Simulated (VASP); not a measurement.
# BaY (P4/mmm) in VASP: a series of runs, part 2 of 2

VASP 6.6.1. The steps go on from the part before.

### 3 Single point, PBE

File INCAR:

```
  ALGO = Normal
  EDIFF = 1E-6
  ENCUT = 520
  GGA = PE
  ISIF = 2
  ISMEAR = -1
  LASPH = T
  LCHARG = F
  LREAL = F
  LWAVE = F
  NBANDS = 18
  NELM = 80
  PREC = Accurate
  SIGMA = 0.05
```

File KPOINTS:

```
k-points
0
Gamma
  6 6 6
```

File POSCAR:

```
BaY
1.0
    4.2556898000      0.0000000000      0.0000000000
    0.0000000000      4.2556898000      0.0000000000
    0.0000000000      0.0000000000      4.4754226500
Ba Y
1 1
Direct
    0.0000000000      0.0000000000      0.0000000000
    0.5000000000      0.5000000000      0.5000000000
```

Potentials or basis: VASP PAW PBE potentials, release 64 (Ba_sv, Y_sv).

Launch:

```sh
cat potpaw_PBE.64/Ba_sv/POTCAR potpaw_PBE.64/Y_sv/POTCAR > POTCAR
mpirun -np 1 vasp_std > vasp.out
```

It took 41 s on 1 thread of Intel Xeon 6975P-C, shared host; peak memory 0.24 GiB.

Results (log left out):

```
Free energy : -7.6485 eV
Pressure    : 1.4 GPa
```

Stress tensor (GPa, compression positive):
```
1.56 0.00 0.00
0.00 1.56 0.00
0.00 0.00 1.18
```

Levels at points of the mesh, in eV from the Fermi level:
```
           k point  band 6  band 7  band 8  band 9  band 10  band 11  band 12  band 13  band 14  band 15
(0.00, 0.00, 0.00)  -13.02  -12.94  -12.94   -3.67    -1.22    -1.11     1.54     1.54     1.87     3.43
(0.50, 0.00, 0.00)  -13.42  -13.00  -12.92   -1.16    -1.13     0.16     1.04     1.46     1.65     1.97
(0.50, 0.50, 0.00)  -13.31  -13.31  -12.94   -1.90    -1.07     0.11     0.11     1.75     1.75     3.01
(0.00, 0.00, 0.50)  -13.36  -12.94  -12.94   -1.36    -1.28     0.08     0.94     1.73     1.73     2.43
(0.50, 0.00, 0.50)  -13.33  -13.25  -12.89   -1.96    -1.02     0.48     0.48     1.52     1.67     2.50
(0.50, 0.50, 0.50)  -13.31  -13.31  -13.23   -0.23    -0.09    -0.09     0.65     0.84     0.84     2.82
```

Caveat: spin-orbit coupling is left out, which moves the levels of the heavy elements.

### 4 Single point, PBE (volume scaled by 1.02)

File INCAR:

```
ALGO = Normal
EDIFF = 1E-7
ENCUT = 520
GGA = PE
ISIF = 2
ISMEAR = -1
LASPH = True
LCHARG = False
LREAL = False
LWAVE = False
NBANDS = 18
NELM = 100
PREC = Accurate
SIGMA = 0.05
```

KPOINTS is that of step 3.

File POSCAR:

```
BaY
1.0
    4.2838739975      0.0000000000      0.0000000000
    0.0000000000      4.2838739975      0.0000000000
    0.0000000000      0.0000000000      4.5050620744
Ba Y
1 1
Direct
    0.0000000000      0.0000000000      0.0000000000
    0.5000000000      0.5000000000      0.5000000000
```

Potentials or basis: VASP PAW PBE potentials, release 64 (Ba_sv, Y_sv).

Launch:

```sh
cat potpaw_PBE.64/Ba_sv/POTCAR potpaw_PBE.64/Y_sv/POTCAR > POTCAR
mpirun -np 1 vasp_std > vasp.out
```

OUTCAR:

```text
EDIFF = 1E-7
   ENCUT = 520
   GGA = PE
   ISIF = 2
   ISMEAR = -1
   LASPH = True
   LREAL = False
   NELM = 100
   PREC = Accurate

 ion  position               nearest neighbor table
   1  0.000  0.000  0.000-   2 3.77   2 3.77   2 3.77   2 3.77   2 3.77   2 3.77   2 3.77   2 3.77

   2  0.500  0.500  0.500-   1 3.77   1 3.77   1 3.77   1 3.77   1 3.77   1 3.77   1 3.77   1 3.77

  LATTYP: Found a simple tetragonal cell.
 ALAT       =     4.2838739975
 C/A-ratio  =     1.0516327224

  Lattice vectors:

[... 191 lines left out ...]
      5     -20.7996      2.00000
      6     -10.3902      2.00000
[... 481 lines left out ...]
      5     -20.7927      2.00000
      6     -10.7065      2.00000
[... 10 lines left out ...]
     17       5.9205      0.00000
     18       7.6888      0.00000

 [... further k-points ...]
[... 5 lines left out ...]
  --------------------------------------------------------------------------------------
  -------------------------------------------------------------------------------------
  Total        0.5634143      0.5634143      0.3783489      0.0000000      0.0000000      0.0000000
  in kB       10.9185332     10.9185332      7.3321088      0.0000000      0.0000000      0.0000000
  external PRESSURE =       9.7230584 kB  Pullay stress =       0.0000000 kB

 VOLUME and BASIS-vectors are now :
 -----------------------------------------------------------------------------
  energy-cutoff  :      520.00
  volume of cell :       82.67
      direct lattice vectors                 reciprocal lattice vectors
     4.283873997  0.000000000  0.000000000     0.233433570  0.000000000  0.000000000
     0.000000000  4.283873997  0.000000000     0.000000000  0.233433570  0.000000000
     0.000000000  0.000000000  4.505062074     0.000000000  0.000000000  0.221972524

 POSITION                                       TOTAL-FORCE (eV/Angst)
 -----------------------------------------------------------------------------------
      0.00000      0.00000      0.00000         0.000000      0.000000      0.000000
      2.14194      2.14194      2.25253         0.000000      0.000000      0.000000
 -----------------------------------------------------------------------------------
    total drift:                                0.000000      0.000000     -0.000000

  FREE ENERGIE OF THE ION-ELECTRON SYSTEM (eV)
  ---------------------------------------------------
  free  energy   TOTEN  =        -7.6607140592 eV

  energy  without entropy=       -7.6332415710  energy(sigma->0) =       -7.64697782
```

Run time: 52 s. Hardware: 1 thread of Intel Xeon 6975P-C, shared host; peak memory 0.23 GiB.

What came out:

| Property | Result |
| --- | --- |
| Free energy | -7.6607 eV |
| Pressure | 1.0 GPa |

Levels at points of the mesh, in eV from the Fermi level:
```
           k point  band 8  band 9  band 10  band 11  band 12  band 13
(0.00, 0.00, 0.00)  -12.98   -3.66    -1.18    -1.07     1.52     1.52
(0.50, 0.00, 0.00)  -12.95   -1.18    -1.18     0.16     1.05     1.42
(0.50, 0.50, 0.00)  -12.98   -1.88    -1.05     0.12     0.12     1.67
(0.00, 0.00, 0.50)  -12.97   -1.40    -1.30     0.09     0.95     1.69
(0.50, 0.00, 0.50)  -12.92   -1.94    -1.01     0.49     0.49     1.44
(0.50, 0.50, 0.50)  -13.24   -0.22    -0.09    -0.09     0.62     0.80
```

Caveat: spin-orbit coupling is left out, which moves the levels of the heavy elements.

### 5 Single point, PBE (volume scaled by 1.04)

File INCAR:

```
  ALGO = Normal
  EDIFF = 1E-7
  ENCUT = 520
  GGA = PE
  ISIF = 2
  ISMEAR = -1
  LASPH = True
  LCHARG = False
  LREAL = False
  LWAVE = False
  NBANDS = 18
  NELM = 100
  PREC = Accurate
  SIGMA = 0.05
```

KPOINTS is that of step 4.

File POSCAR:

```
BaY
1.0
    4.3116921406      0.0000000000      0.0000000000
    0.0000000000      4.3116921406      0.0000000000
    0.0000000000      0.0000000000      4.5343165439
Ba Y
1 1
Direct
    0.0000000000      0.0000000000      0.0000000000
    0.5000000000      0.5000000000      0.5000000000
```

Launch:

```sh
cat potpaw_PBE.64/Ba_sv/POTCAR potpaw_PBE.64/Y_sv/POTCAR > POTCAR
mpirun -np 1 vasp_std > vasp.out
```

It took 52 s on 1 thread of Intel Xeon 6975P-C, shared host; peak memory 0.23 GiB.

The run converged. Its results:

```
Free energy : -7.6684 eV
Pressure    : 0.5 GPa
```

Stress tensor (GPa, compression positive):
```
0.66 0.00 0.00
0.00 0.66 0.00
0.00 0.00 0.32
```

Levels at points of the mesh, in eV from the Fermi level:
| k point | band 8 | band 9 | band 10 | band 11 | band 12 | band 13 |
| --- | --- | --- | --- | --- | --- | --- |
| (0.00, 0.00, 0.00) | -13.01 | -3.66 | -1.15 | -1.04 | 1.49 | 1.49 |
| (0.50, 0.00, 0.00) | -12.99 | -1.22 | -1.20 | 0.17 | 1.06 | 1.38 |
| (0.50, 0.50, 0.00) | -13.01 | -1.85 | -1.04 | 0.13 | 0.13 | 1.59 |
| (0.00, 0.00, 0.50) | -13.01 | -1.44 | -1.31 | 0.10 | 0.96 | 1.65 |
| (0.50, 0.00, 0.50) | -12.96 | -1.92 | -1.00 | 0.49 | 0.49 | 1.36 |
| (0.50, 0.50, 0.50) | -13.26 | -0.22 | -0.09 | -0.09 | 0.58 | 0.76 |

Caveat: spin-orbit coupling is left out, which moves the levels of the heavy elements.

### 6 Single point, PBE (volume scaled by 1.06)

File INCAR:

```
SYSTEM = BaY
  ALGO = Normal
  EDIFF = 1E-7
  ENCUT = 520
  GGA = PE
  ISIF = 2
  ISMEAR = -1
  LASPH = .True.
  LCHARG = .False.
  LREAL = .False.
  LWAVE = .False.
  NBANDS = 18
  NELM = 80
  PREC = Accurate
  SIGMA = 0.05
```

File KPOINTS:

```
k-points
0
Gamma
  6 6 6
  0 0 0
```

File POSCAR:

```
BaY
1.0
    4.3391558883      0.0000000000      0.0000000000
    0.0000000000      4.3391558883      0.0000000000
    0.0000000000      0.0000000000      4.5631983197
Ba Y
1 1
Direct
    0.0000000000      0.0000000000      0.0000000000
    0.5000000000      0.5000000000      0.5000000000
```

Potentials or basis: VASP PAW PBE potentials, release 64 (Ba_sv, Y_sv).

Launch:

```sh
cat potpaw_PBE.64/Ba_sv/POTCAR potpaw_PBE.64/Y_sv/POTCAR > POTCAR
mpirun -np 1 vasp_std > vasp.out
```

Wall time 46 s (1 thread of Intel Xeon 6975P-C, shared host); peak memory 0.24 GiB.

It converged, with:

```yaml
Free_energy: -7.6719 eV
Pressure: 0.2 GPa
```

Stress tensor (GPa, compression positive):
```
 0.26  0.00  0.00
 0.00  0.26  0.00
 0.00  0.00 -0.05
```

Levels at points of the mesh, in eV from the Fermi level:
```csv
k point,band 7,band 8,band 9,band 10,band 11,band 12,band 13,band 14
"(0.00, 0.00, 0.00)",-13.05,-13.05,-3.65,-1.11,-1.01,1.47,1.47,1.77
"(0.50, 0.00, 0.00)",-13.09,-13.03,-1.26,-1.21,0.18,1.07,1.35,1.54
"(0.50, 0.50, 0.00)",-13.36,-13.05,-1.83,-1.02,0.13,0.13,1.52,1.52
"(0.00, 0.00, 0.50)",-13.04,-13.04,-1.48,-1.33,0.11,0.97,1.61,1.61
"(0.50, 0.00, 0.50)",-13.30,-13.00,-1.89,-0.99,0.49,0.49,1.29,1.44
"(0.50, 0.50, 0.50)",-13.36,-13.28,-0.22,-0.10,-0.10,0.55,0.72,0.72
```

Caveat: spin-orbit coupling is left out, which moves the levels of the heavy elements.

### 7 Overview

| cell | gap on the mesh (eV) | pressure (GPa) |
| --- | --- | --- |
| a = 4.256, b = 4.256, c = 4.475 Å, 2 atoms | none | 1.4 |
| a = 4.284, b = 4.284, c = 4.505 Å, 2 atoms | none | 1.0 |
| a = 4.312, b = 4.312, c = 4.534 Å, 2 atoms | none | 0.5 |
| a = 4.339, b = 4.339, c = 4.563 Å, 2 atoms | none | 0.2 |

Alike in all rows: task single point; level PBE; potentials or basis VASP PAW PBE potentials, release 64 (Ba_sv, Y_sv); no spin polarisation; k mesh 6 × 6 × 6; cutoff (eV) 520; smearing fermi-dirac 0.05 eV.

Caveats: spin-orbit coupling is left out, which moves the levels of the heavy elements.

Total energies depend on the potentials used, so only differences within one code and one set of settings carry meaning.
